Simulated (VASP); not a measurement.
# Ge (Pm-3m) in VASP: a series of runs, part 2 of 2

VASP 6.6.1.

## (4) Relaxation of cell and atoms, PBE+D3(BJ)

The input, INCAR:

```
ALGO     = Normal         # electronic algorithm
EDIFF    = 1E-7           # SCF threshold, eV
EDIFFG   = -0.01          # ionic threshold
ENCUT    = 600            # plane-wave cutoff, eV
GGA      = PE             # functional
IBRION   = 2              # ionic algorithm
ISIF     = 3              # what is computed and relaxed
ISMEAR   = -1             # smearing method
IVDW     = 12             # dispersion correction
LASPH    = T              # aspherical terms in the spheres
LCHARG   = F              # write CHGCAR
LREAL    = F              # projectors in reciprocal space
LWAVE    = F              # write WAVECAR
NELM     = 60             # most SCF steps
NSW      = 60             # ionic steps
PREC     = Accurate       # precision mode
SIGMA    = 0.05           # smearing width, eV
```

The input, KPOINTS:

```
k-points
0
Gamma
  10 10 10
```

The input, POSCAR:

```
Ge
1.0
    2.7104700000      0.0000000000      0.0000000000
    0.0000000000      2.7104700000      0.0000000000
    0.0000000000      0.0000000000      2.7104700000
Ge
1
Direct
    0.0000000000      0.0000000000      0.0000000000
```

Potentials or basis: VASP PAW PBE potentials, release 64 (Ge_d).

Run with:

```console
> cat potpaw_PBE.64/Ge_d/POTCAR > POTCAR
> mpirun -np 1 vasp_std > vasp.out
```

OUTCAR:

```text
EDIFF = 1E-7
   EDIFFG = -0.01
   ENCUT = 600
   GGA = PE
   IBRION = 2
   ISIF = 3
   ISMEAR = -1
   IVDW = 12
   LASPH = T
   LREAL = F
   NELM = 60
   NSW = 60
   PREC = Accurate
 IVDW          = 12

 ion  position               nearest neighbor table
   1  0.000  0.000  0.000-

  LATTYP: Found a simple cubic cell.
 ALAT       =     2.7104700000

  Lattice vectors:

 A1 = (   2.7104700000,   0.0000000000,   0.0000000000)
 A2 = (   0.0000000000,   2.7104700000,   0.0000000000)
 A3 = (   0.0000000000,   0.0000000000,   2.7104700000)

Analysis of symmetry for initial positions (statically):
=====================================================================
 Subroutine PRICEL returns:
 Original cell was already a primitive cell.

 Routine SETGRP: Setting up the symmetry group for a
 simple cubic supercell.

 Subroutine GETGRP returns: Found 48 space group operations
 (whereof 48 operations were pure point group operations)
 out of a pool of 48 trial point group operations.

The static configuration has the point symmetry O_h .

Analysis of symmetry for dynamics (positions and initial velocities):
=====================================================================
 Subroutine PRICEL returns:
 Original cell was already a primitive cell.

 Routine SETGRP: Setting up the symmetry group for a
 simple cubic supercell.

 Subroutine GETGRP returns: Found 48 space group operations
 (whereof 48 operations were pure point group operations)
 out of a pool of 48 trial point group operations.

The dynamic configuration has the point symmetry O_h .

 Subroutine INISYM returns: Found 48 space group operations
 (whereof 48 operations are pure point group operations),
 and found     1 'primitive' translations

----------------------------------------------------------------------------------------

                                     Primitive cell

  volume of cell :      19.9129

  direct lattice vectors                    reciprocal lattice vectors
     2.710470000  0.000000000  0.000000000     0.368939704  0.000000000  0.000000000
     0.000000000  2.710470000  0.000000000     0.000000000  0.368939704  0.000000000
     0.000000000  0.000000000  2.710470000     0.000000000  0.000000000  0.368939704

  length of vectors
[... 97 lines left out ...]
   IALGO  =     38    algorithm
   IMIX   =      4    mixing-type and parameters
     AMIX     =   0.40;   BMIX     =  1.00
     AMIX_MAG =   1.60;   BMIX_MAG =  1.00
  volume/ion in A,a.u.               =      19.91       134.38
  Fermi-wavevector in a.u.,A,eV,Ry     =   1.455703  2.750881 28.831731  2.119072
  Thomas-Fermi vector in A             =   2.572707
   LORBIT       =      0    0 simple, 1 ext, 2 COOP (PROOUT), +10 PAW based schemes
   GGA     = PE    functional components
   LHFCALC =     F    Hartree Fock is set to
   AEXX    =    0.0000 exact exchange contribution
   IVDW    =    12    specifies the selected vdW correction
   LEPSILON=     F    determine dielectric tensor
   LRPA    =     F    only Hartree local field effects (RPA)
 conjugate gradient relaxation of ions
 non-spin polarized calculation
  energy-cutoff  :      600.00
  volume of cell :       19.91
 maximum number of plane-waves:       691
 NGX is ok and might be reduce to    24
   NGX = 11   NGY = 11   NGZ = 11

--------------------------------------- Ionic step        1  -------------------------------------------

 number of electron      13.9999994 magnetization

 Free energy of the ion-electron system (eV)
  ---------------------------------------------------
  ext. energy  EPLUGINS =         0.00000000
  ---------------------------------------------------
  free energy    TOTEN  =        -4.30364024 eV

  energy without entropy =       -4.30057479  energy(sigma->0) =       -4.30210752

------------------------ aborting loop because EDIFF is reached ----------------------------------------

 Edisp (eV)   -0.33587

 E8    (eV) :    -0.1497
[... 69 lines left out ...]
--------------------------------------- Ionic step        3  -------------------------------------------

 number of electron      13.9999992 magnetization

 Free energy of the ion-electron system (eV)
  ---------------------------------------------------
  ext. energy  EPLUGINS =         0.00000000
  ---------------------------------------------------
  free energy    TOTEN  =        -4.29691282 eV

  energy without entropy =       -4.29465462  energy(sigma->0) =       -4.29578372

 E-fermi :   6.3914     XC(G=0): -11.1364

 val. band max:        6.3276967276   @ k =   0.3000   0.3000   0.2000
 cond. band min:       6.5372921402   @ k =   0.4000   0.4000   0.3000
 fundamental gap:      0.2095954126
 Fermi energy:         6.3914376344

 k-point     1 :       0.0000    0.0000    0.0000
  band No.  band energies     occupation
      1     -18.3159      2.00000
      2     -18.3159      2.00000
      3     -18.0385      2.00000
      4     -18.0385      2.00000
      5     -18.0385      2.00000
      6      -6.7024      2.00000
      7      13.2395      0.00000
      8      13.2395      0.00000
      9      13.2395      0.00000
     10      16.5966      0.00000
     11      16.5966      0.00000
[... 309 lines left out ...]
 k-point    24 :       0.3000    0.1000    0.1000
  band No.  band energies     occupation
      1     -18.2742      2.00000
      2     -18.1605      2.00000
      3     -18.0952      2.00000
      4     -18.0937      2.00000
      5     -18.0484      2.00000
      6      -4.5000      2.00000
      7       4.7525      2.00000
      8      12.3463      0.00000
      9      13.1008      0.00000
     10      21.1219      0.00000
     11      21.3505      0.00000

 [... further k-points ...]

------------------------ aborting loop because EDIFF is reached ----------------------------------------

 Edisp (eV)   -0.35163

 E8    (eV) :    -0.1566
[... 24 lines left out ...]
  FREE ENERGIE OF THE ION-ELECTRON SYSTEM (eV)
  ---------------------------------------------------
  free  energy   TOTEN  =        -4.6485456577 eV

  energy  without entropy=       -4.6462874552  energy(sigma->0) =       -4.64741656

 reached required accuracy - stopping structural energy minimisation
```

CONTCAR:

```text
Ge
   1.00000000000000
     2.6693745920446781    0.0000000000000000   -0.0000000000000000
    -0.0000000000000000    2.6693745920446781   -0.0000000000000000
     0.0000000000000000    0.0000000000000000    2.6693745920446781
  Ge
     1
Direct
     0.0000000000000000    0.0000000000000000    0.0000000000000000

  0.00000000E+00  0.00000000E+00  0.00000000E+00
```

Run time: 18 s. Hardware: 1 thread of Intel Xeon 8259CL, shared host; peak memory 0.16 GiB.

What came out:

```yaml
Free_energy: -4.6485 eV
Relaxed_volume: 19.02 Å³/atom
Relaxed_cell: a = 2.669 Å, b = 2.669 Å, c = 2.669 Å, α = 90.00°, β = 90.00°, γ = 90.00°
Space_group_after_relaxing_to_0.1_Å: Pm-3m (No. 221)
Energy_gained_by_relaxing: 9.0 meV/atom
Ionic_steps: 3
Pressure_after_relaxing: 0.1 GPa
Band_gap_on_the_k_mesh: zero (bands 7 and 8 overlap by 9.50 eV)
Dispersion_energy_per_atom: -0.352 eV
```

The path:
| step | energy change (eV) | largest force (eV/Å) | pressure (GPa) | volume (Å³) |
| --- | --- | --- | --- | --- |
| 1 | 0.0000 | 0.0000 | -3.23 | 19.91 |
| 2 | -0.0083 | 0.0000 | 0.89 | 18.78 |
| 3 | -0.0090 | 0.0000 | 0.07 | 19.02 |

Final structure:
```
CELL_PARAMETERS angstrom
2.66937 0.00000 0.00000
0.00000 2.66937 0.00000
0.00000 0.00000 2.66937
ATOMIC_POSITIONS crystal
Ge 0.00000 0.00000 0.00000
```

Levels at points of the mesh, in eV from the Fermi level:
| k point | band 4 | band 5 | band 6 | band 7 | band 8 | band 9 | band 10 | band 11 |
| --- | --- | --- | --- | --- | --- | --- | --- | --- |
| (0.00, 0.00, 0.00) | -24.43 | -24.43 | -13.09 | 6.85 | 6.85 | 6.85 | 10.21 | 10.21 |
| (0.50, 0.00, 0.00) | -24.49 | -24.42 | -9.16 | -5.85 | 9.89 | 9.89 | 13.55 | 15.55 |
| (0.50, 0.50, 0.00) | -24.49 | -24.35 | -4.98 | -2.66 | -2.66 | 3.10 | 12.89 | 19.76 |
| (0.50, 0.50, 0.50) | -24.34 | -24.34 | -0.08 | 0.35 | 0.35 | 0.35 | 6.93 | 6.93 |

## (5) Single point, PBEsol-based screened hybrid with 25 % exact exchange

This run uses another cell than the first one, of 19.06 Å³/atom.

The input, POSCAR:

```
Ge
1.0
    2.6711590697      0.0000000000      0.0000000000
    0.0000000000      2.6711590697      0.0000000000
    0.0000000000      0.0000000000      2.6711590697
Ge
1
Direct
    0.0000000000      0.0000000000      0.0000000000
```

The input, INCAR.step1:

```
SYSTEM = Ge
  PREC = Accurate
  ENCUT = 520
  EDIFF = 1E-5
  ISMEAR = -1
  SIGMA = 0.05
  LREAL = .FALSE.
  LASPH = .TRUE.
  NELM = 100
  ALGO = Normal
  ISIF = 2
  LWAVE = .TRUE.
  GGA = PE
  NBANDS = 13
```

The input, INCAR.step2:

```
SYSTEM = Ge
  PREC = Accurate
  ENCUT = 520
  EDIFF = 1E-6
  ISMEAR = -1
  SIGMA = 0.05
  LREAL = .FALSE.
  LASPH = .TRUE.
  NELM = 100
  ALGO = Normal
  ISIF = 2
  LWAVE = .FALSE.
  LCHARG = .TRUE.
  GGA = PS
  LHFCALC = .TRUE.
  AEXX = 0.25
  HFSCREEN = 0.207
  PRECFOCK = Normal
  LELF = .TRUE.
  LVHAR = .TRUE.
  ISTART = 1
  NBANDS = 13
```

The input, KPOINTS:

```
regular mesh
0
G
  5 5 5
  0 0 0
```

Run with:

```console
> cat potpaw_PBE.64/Ge_d/POTCAR > POTCAR
> cp INCAR.step1 INCAR
> mpirun -np 1 vasp_std > vasp.out
> cp INCAR.step2 INCAR
> mpirun -np 1 vasp_std > vasp.out
```

Run time: 3.2 min. Hardware: 1 thread of Intel Xeon 8259CL, shared host; peak memory 0.23 GiB.

The run converged. Its results:

* Free energy: -5.4324 eV
* Pressure: 0.2 GPa
* Band gap on the k mesh: zero (bands 7 and 8 overlap by 9.27 eV)

Levels at points of the mesh, in eV from the Fermi level:
| k point | band 4 | band 5 | band 6 | band 7 | band 8 | band 9 |
| --- | --- | --- | --- | --- | --- | --- |
| (0.00, 0.00, 0.00) | -27.15 | -27.15 | -14.11 | 8.26 | 8.26 | 8.26 |

Caveat: the k points lie up to 0.47 Å⁻¹ apart, too coarse for converged energies and pressures of a metal; the PAW data sets were made with another functional, which shifts forces and pressure a little.

## (6) Overview

```tsv
task	level	cell	k mesh	cutoff (eV)	grid for exact exchange (PRECFOCK)	share of exact exchange	screening parameter	gap on the mesh (eV)	pressure (GPa)	relaxed volume (Å³/atom)
single point	PBE+D3(BJ)	a = 2.710 Å, 1 atom	10 × 10 × 10	520	-	-	-	none	-3.3	-
relaxation of cell and atoms	PBE	relaxed from a = 2.710 Å, 1 atom	10 × 10 × 10	600	-	-	-	none	0.0	19.80
relaxation of cell and atoms	PBE+D3(BJ)	relaxed from a = 2.710 Å, 1 atom	10 × 10 × 10	600	-	-	-	none	0.1	19.02
single point	PBEsol-based screened hybrid with 25 % exact exchange	a = 2.671 Å, 1 atom	5 × 5 × 5	520	Normal	0.25	0.207 1/Å	none	0.2	-
```

Alike in all rows: potentials or basis VASP PAW PBE potentials, release 64 (Ge_d); no spin polarisation; smearing fermi-dirac 0.05 eV.

Caveats: some runs use coarse meshes; three body term missing (at least some runs); the cell stands under tension (at least some runs); the PAW data sets were made with another functional, which shifts forces and pressure a little (at least some runs).

Absolute energies hang on the potentials; compare differences alone.

The gap in the log of VASP goes by the Fermi energy; the results here count the filled bands.